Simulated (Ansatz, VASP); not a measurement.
One calculation of LiH, two programs

```
Li H
1.0
     0.00000    2.09348    2.03250
     2.09348    0.00000    2.03250
     2.09348    2.09348    0.00000
Li H
1 1
Direct
  0.00000 0.00000 0.00000
  0.50000 0.50000 0.50000
```

Change from the starting cell: strain +0.0300 x Voigt [1, 1, 0, 0, 0, 0], atoms carried along.

Alike in both runs: task single point; functional PBE; k mesh 10 × 10 × 10; occupations gaussian, width 0.05 eV; no spin polarisation.

```csv
,VASP,Ansatz
version,VASP 6.6.1,Ansatz 0.2.0
potentials or method,"VASP PAW PBE potentials, release 64 (Li_sv, H), cutoff 520 eV","scalar-relativistic, plane waves, PAW"
valence electrons in the cell,4,4
```

```tsv
	VASP	Ansatz	Ansatz less VASP
gap on the k mesh at the Fermi level (eV)	2.78	2.79	+0.007
least direct gap on the mesh (eV)	3.00	3.00	+0.008
```

The functional is the same, so the differences come from potentials, cutoffs and numerics.

Noted on VASP's run: the cutoff is short for stress, so the pressure is rough.
